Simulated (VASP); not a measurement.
# LaMnIn (P-6m2) in VASP: single point with PBEsol

Aim: the single point of LaMnIn with PBEsol.

Program: VASP 6.6.1. These are calculated values, not measurements. Logs are shortened: lines on timing, memory, paths and dates and some standing lists are left out, and cuts for length are marked.

### Step 1. The cell of the first run

Symmetry: P-6m2, No. 187, hexagonal system. Conventional cell: a = 4.593 Å, b = 4.593 Å, c = 4.097 Å, α = 90.00°, β = 90.00°, γ = 120.00°. La (site symmetry -6m2) has 6 Mn at 3.35 Å and 6 In at 3.35 Å and 2 La at 4.10 Å within 4.4 Å. Within 3.5 Å of Mn (site symmetry -6m2) lie 3 In at 2.65 Å and 6 La at 3.35 Å. Within 3.5 Å of In (site symmetry -6m2) lie 3 Mn at 2.65 Å and 6 La at 3.35 Å.

### Step 2. Single point, PBEsol, collinear spin, ferromagnetic start

INCAR reads:

```
SYSTEM = LaMnIn
PREC = Accurate
ENCUT = 520
EDIFF = 1E-6
ISMEAR = -1
SIGMA = 0.1
LREAL = .FALSE.
LASPH = .TRUE.
NELM = 150
ALGO = Normal
ISIF = 2
LWAVE = .FALSE.
LCHARG = .FALSE.
ISPIN = 2
MAGMOM = 0 4 0
LORBIT = 11
LMAXMIX = 6
GGA = PS
NBANDS = 30
```

KPOINTS reads:

```
Automatic mesh
0
G
  4 4 4
  0 0 0
```

POSCAR reads:

```
LaMnIn
1.0
    4.5933410000      0.0000000000      0.0000000000
   -2.2966705000      3.9779499942      0.0000000000
    0.0000000000      0.0000000000      4.0965590000
La Mn In
1 1 1
Direct
    0.0000000000      0.0000000000      0.0000000000
    0.6666666667      0.3333333333      0.5000000000
    0.3333333333      0.6666666667      0.5000000000
```

Potentials or basis: VASP PAW PBE potentials, release 64 (La, Mn_pv, In_d).

Started as:

```console
> cat potpaw_PBE.64/La/POTCAR potpaw_PBE.64/Mn_pv/POTCAR potpaw_PBE.64/In_d/POTCAR > POTCAR
> mpirun -np 1 vasp_std > vasp.out
```

OUTCAR:

```text
SYSTEM = LaMnIn
   PREC = Accurate
   ENCUT = 520
   EDIFF = 1E-6
   ISMEAR = -1
   LREAL = .FALSE.
   LASPH = .TRUE.
   NELM = 150
   ISIF = 2
   ISPIN = 2
   LORBIT = 11
   GGA = PS

 ion  position               nearest neighbor table
   1  0.000  0.000  0.000-   2 3.35   3 3.35   2 3.35   3 3.35   3 3.35   3 3.35   2 3.35   2 3.35
                             2 3.35   2 3.35   3 3.35   3 3.35
   2  0.667  0.333  0.500-   3 2.65   3 2.65   3 2.65   1 3.35   1 3.35   1 3.35   1 3.35   1 3.35
                             1 3.35
   3  0.333  0.667  0.500-   2 2.65   2 2.65   2 2.65   1 3.35   1 3.35   1 3.35   1 3.35   1 3.35
                             1 3.35

  LATTYP: Found a hexagonal cell.
 ALAT       =     4.5933410000
 C/A-ratio  =     0.8918473503

  Lattice vectors:

 A1 = (   4.5933410000,   0.0000000000,   0.0000000000)
 A2 = (  -2.2966705000,   3.9779499942,   0.0000000000)
 A3 = (   0.0000000000,   0.0000000000,   4.0965590000)

Analysis of symmetry for initial positions (statically):
=====================================================================
 Subroutine PRICEL returns:
 Original cell was already a primitive cell.

 Routine SETGRP: Setting up the symmetry group for a
 hexagonal supercell.

 Subroutine GETGRP returns: Found 12 space group operations
 (whereof 12 operations were pure point group operations)
 out of a pool of 24 trial point group operations.

The static configuration has the point symmetry D_3h.

Analysis of symmetry for dynamics (positions and initial velocities):
=====================================================================
 Subroutine PRICEL returns:
 Original cell was already a primitive cell.

 Routine SETGRP: Setting up the symmetry group for a
 hexagonal supercell.

 Subroutine GETGRP returns: Found 12 space group operations
 (whereof 12 operations were pure point group operations)
 out of a pool of 24 trial point group operations.

The dynamic configuration has the point symmetry D_3h.

Analysis of structural, dynamic, and magnetic symmetry:
=====================================================================
 Subroutine PRICEL returns:
 Original cell was already a primitive cell.

 Routine SETGRP: Setting up the symmetry group for a
 hexagonal supercell.

 Subroutine GETGRP returns: Found 12 space group operations
 (whereof 12 operations were pure point group operations)
 out of a pool of 24 trial point group operations.

The overall configuration has the point symmetry D_3h.

 Subroutine INISYM returns: Found 12 space group operations
 (whereof 12 operations are pure point group operations),
 and found     1 'primitive' translations

----------------------------------------------------------------------------------------

                                     Primitive cell

  volume of cell :      74.8527

  direct lattice vectors                    reciprocal lattice vectors
     4.593341000  0.000000000  0.000000000     0.217706458  0.125692882  0.000000000
    -2.296670500  3.977949994  0.000000000     0.000000000  0.251385764  0.000000000
     0.000000000  0.000000000  4.096559000     0.000000000  0.000000000  0.244107311

  length of vectors
     4.593341000  4.593341000  4.096559000     0.251385764  0.251385764  0.244107311

  position of ions in fractional coordinates (direct lattice)
     0.000000000  0.000000000  0.000000000
     0.666666667  0.333333333  0.500000000
     0.333333333  0.666666667  0.500000000

  ion indices of the primitive-cell ions
   primitive index   ion index
                 1           1
                 2           2
                 3           3

----------------------------------------------------------------------------------------

 KPOINTS: Automatic mesh

Automatic generation of k-mesh.
 Grid dimensions read from file:
 generate k-points for:    4    4    4

 Generating k-lattice:

  Cartesian coordinates                     Fractional coordinates (reciprocal lattice)
     0.054426615  0.031423221  0.000000000     0.250000000  0.000000000  0.000000000
     0.000000000  0.062846441  0.000000000     0.000000000  0.250000000  0.000000000
     0.000000000  0.000000000  0.061026828     0.000000000  0.000000000  0.250000000

  Length of vectors
     0.062846441  0.062846441  0.061026828

  Shift w.r.t. Gamma in fractional coordinates (k-lattice)
     0.000000000  0.000000000  0.000000000

 Subroutine IBZKPT returns following result:
 ===========================================

 Found     12 irreducible k-points:

 Following reciprocal coordinates:
            Coordinates               Weight
  0.000000  0.000000  0.000000      1.000000
  0.250000  0.000000  0.000000      6.000000
  0.500000  0.000000  0.000000      3.000000
  0.250000  0.250000  0.000000      6.000000
  0.000000  0.000000  0.250000      2.000000
  0.250000  0.000000  0.250000     12.000000
  0.500000  0.000000  0.250000      6.000000
  0.250000  0.250000  0.250000     12.000000
  0.000000  0.000000  0.500000      1.000000
  0.250000  0.000000  0.500000      6.000000
  0.500000  0.000000  0.500000      3.000000
  0.250000  0.250000  0.500000      6.000000
   k-points           NKPTS =     12   k-points in BZ     NKDIM =     12   number of bands    NBANDS=     30
   number of dos      NEDOS =    301   number of ions     NIONS =      3
   total plane-waves  NPLWV =  38880
   dimension x,y,z NGX =    36 NGY =   36 NGZ =   30
   dimension x,y,z NGXF=    72 NGYF=   72 NGZF=   60
   ions per type =               1   1   1
   NGX,Y,Z   is equivalent  to a cutoff of  13.03, 13.03, 12.17 a.u.
   NGXF,Y,Z  is equivalent  to a cutoff of  26.06, 26.06, 24.35 a.u.
 SYSTEM =  LaMnIn
   PREC   = accura    normal or accurate (medium, high low for compatibility)
   ISTART =      0    job   : 0-new  1-cont  2-samecut
   ICHARG =      2    charge: 1-file 2-atom 10-const
   ISPIN  =      2    spin polarized calculation?
   LNONCOLLINEAR =      F non collinear calculations
   LSORBIT =      F    spin-orbit coupling
   LASPH  =      T    aspherical Exc in radial PAW
   ENCUT  =  520.0 eV  38.22 Ry    6.18 a.u.   8.54  8.54  7.62*2*pi/ulx,y,z
   NELM   =    150;   NELMIN=  2; NELMDL= -5     # of ELM steps
   EDIFF  = 0.1E-05   stopping-criterion for ELM
   LREAL  =      F    real-space projection
   EDIFFG = 0.1E-04   stopping-criterion for IOM
   NSW    =      0    number of steps for IOM
   IBRION =     -1    ionic relax: 0-MD 1-quasi-New 2-CG
   NFREE  =      0    steps in history (QN), initial steepest desc. (CG)
   ISIF   =      2    stress and relaxation
   ISYM   =      2    0-nonsym 1-usesym 2-fastsym
   POTIM  = 0.5000    time-step for ionic-motion
   TEBEG  =    0.0;   TEEND  =   0.0 temperature during run
   PSTRESS=    0.0 pullay stress
   NELECT =      37.0000    total number of electrons
   NUPDOWN=      -1.0000    fix difference up-down
   EMIN   =  10.00;   EMAX   =-10.00  energy-range for DOS
   EFERMI =   0.00;   METHOD = LEGACY
   ISMEAR =    -1;   SIGMA  =   0.10  broadening in eV -4-tet -1-fermi 0-gaus
   EFERMI_NEDOS =   21; number of points for ismear=-14 and -15
   IALGO  =     38    algorithm
   IMIX   =      4    mixing-type and parameters
     AMIX     =   0.40;   BMIX     =  1.00
     AMIX_MAG =   1.60;   BMIX_MAG =  1.00
  volume/ion in A,a.u.               =      24.95       168.38
  Fermi-wavevector in a.u.,A,eV,Ry     =   1.294413  2.446087 22.796644  1.675506
  Thomas-Fermi vector in A             =   2.425998
   LORBIT       =     11    0 simple, 1 ext, 2 COOP (PROOUT), +10 PAW based schemes
   GGA     = PS    functional components
   LHFCALC =     F    Hartree Fock is set to
   AEXX    =    0.0000 exact exchange contribution
   IVDW    =     0    specifies the selected vdW correction
   LEPSILON=     F    determine dielectric tensor
   LRPA    =     F    only Hartree local field effects (RPA)
 spin polarized calculation
  energy-cutoff  :      520.00
  volume of cell :       74.85
 maximum number of plane-waves:      2049
 NGX is ok and might be reduce to    36
   NGX = 17   NGY = 17   NGZ = 15

 number of electron      37.0000018 magnetization       3.3498830

 Free energy of the ion-electron system (eV)
  ---------------------------------------------------
  ext. energy  EPLUGINS =         0.00000000
  ---------------------------------------------------
  free energy    TOTEN  =       -18.05986590 eV

  energy without entropy =      -17.97059571  energy(sigma->0) =      -18.01523081

 E-fermi :   7.7415     XC(G=0): -10.5787

 val. band max:        7.6873434240   @ k =   0.0000   0.0000   0.0000
 cond. band min:       7.7471907635   @ k =   0.2500   0.2500   0.5000
 fundamental gap:      0.0598473395
 Fermi energy:         7.7414586980

 spin component 1

 k-point     1 :       0.0000    0.0000    0.0000
  band No.  band energies     occupation
      1     -41.9713      1.00000
      2     -41.9713      1.00000
      3     -41.9522      1.00000
      4     -24.7235      1.00000
      5      -8.4130      1.00000
      6      -8.4130      1.00000
[... 385 lines left out ...]
     29      10.1791      0.00000
     30      11.9196      0.00000
 Fermi energy:         7.7414586980

 spin component 2

 k-point     1 :       0.0000    0.0000    0.0000
  band No.  band energies     occupation
      1     -38.3003      1.00000
      2     -38.3003      1.00000
      3     -38.2487      1.00000
      4     -24.7855      1.00000
      5      -8.5064      1.00000
      6      -8.5064      1.00000
[... 385 lines left out ...]
     29      10.1695      0.00000
     30      11.8991      0.00000

------------------------ aborting loop because EDIFF is reached ----------------------------------------

  FORCE on cell =-STRESS in cart. coord.  units (eV):
  Direction    XX          YY          ZZ          XY          YZ          ZX
  --------------------------------------------------------------------------------------
  -------------------------------------------------------------------------------------
  Total        1.1916485      1.1916485     -0.0955869      0.0000000      0.0000000      0.0000000
  in kB       25.5065379     25.5065379     -2.0459818      0.0000000      0.0000000      0.0000000
  external PRESSURE =      16.3223647 kB  Pullay stress =       0.0000000 kB

 VOLUME and BASIS-vectors are now :
 -----------------------------------------------------------------------------
  energy-cutoff  :      520.00
  volume of cell :       74.85
      direct lattice vectors                 reciprocal lattice vectors
     4.593341000  0.000000000  0.000000000     0.217706458  0.125692882  0.000000000
    -2.296670500  3.977949994  0.000000000     0.000000000  0.251385764  0.000000000
     0.000000000  0.000000000  4.096559000     0.000000000  0.000000000  0.244107311

 POSITION                                       TOTAL-FORCE (eV/Angst)
 -----------------------------------------------------------------------------------
      0.00000      0.00000      0.00000        -0.000000      0.000000      0.000000
      2.29667      1.32598      2.04828         0.000000     -0.000000      0.000000
     -0.00000      2.65197      2.04828        -0.000000      0.000000      0.000000
 -----------------------------------------------------------------------------------
    total drift:                               -0.000001      0.000000     -0.000000

  FREE ENERGIE OF THE ION-ELECTRON SYSTEM (eV)
  ---------------------------------------------------
  free  energy   TOTEN  =       -18.0598658988 eV

  energy  without entropy=      -17.9705957149  energy(sigma->0) =      -18.01523081

 total charge

# of ion       s       p       d       f       tot
--------------------------------------------------
    1        2.047   5.614   0.756   0.100   8.517
    2        0.356   6.199   4.963   0.000  11.518
    3        0.935   0.898   9.824   0.000  11.657
--------------------------------------------------
tot          3.338  12.711  15.542   0.100  31.692

 magnetization (x)

# of ion       s       p       d       f       tot
--------------------------------------------------
    1       -0.003  -0.001  -0.128   0.003  -0.129
    2        0.046   0.035   3.491   0.000   3.571
    3       -0.007  -0.089   0.016   0.000  -0.081
--------------------------------------------------
tot          0.035  -0.055   3.379   0.003   3.362
```

It took 78 s on 1 thread of Intel Xeon Platinum 8259CL at 2.50GHz (Skylake/Cascade Lake), shared host; peak memory 0.25 GiB.

Results:

- Free energy: -18.0599 eV
- Pressure: 1.6 GPa
- Net moment: 3.35 μB per cell
- Site moments: La -0.13; Mn +3.57; In -0.08 μB
- Valence electrons inside the program's atomic spheres: La 8.52; Mn 11.52; In 11.66

Levels at points of the mesh, in eV from the Fermi level:
Spin up:
```tsv
k point	band 16	band 17	band 18	band 19	band 20	band 21	band 22	band 23	band 24	band 25
(0.00, 0.00, 0.00)	-2.81	-2.45	-2.45	-0.05	-0.05	0.53	1.48	1.72	2.19	2.19
(0.50, 0.00, 0.00)	-2.55	-2.51	-2.48	-2.26	0.30	0.54	0.89	2.07	2.14	2.18
(0.00, 0.00, 0.50)	-2.98	-2.62	-2.62	-1.89	1.42	1.42	1.70	1.70	1.80	2.18
(0.50, 0.00, 0.50)	-2.46	-2.44	-2.12	-1.71	-1.23	-0.69	0.32	2.16	2.21	2.27
```
Spin down:
```csv
k point,band 13,band 14,band 15,band 16,band 17,band 18,band 19,band 20,band 21,band 22
"(0.00, 0.00, 0.00)",-7.23,-1.25,-1.25,-1.23,0.52,0.52,0.86,0.86,0.92,1.52
"(0.50, 0.00, 0.00)",-5.57,-3.41,-1.19,-0.29,-0.14,0.38,0.45,0.97,1.75,1.79
"(0.00, 0.00, 0.50)",-5.43,-3.09,-1.33,-1.33,-0.20,-0.20,1.10,1.62,1.62,1.76
"(0.50, 0.00, 0.50)",-5.49,-1.89,-1.88,-1.14,0.24,0.49,0.50,0.52,1.16,1.21
```

Caveat: the k points lie up to 0.39 Å⁻¹ apart; the PAW data sets were made with another functional, which shifts forces and pressure a little; spin-orbit coupling is left out, which moves the levels of the heavy elements.
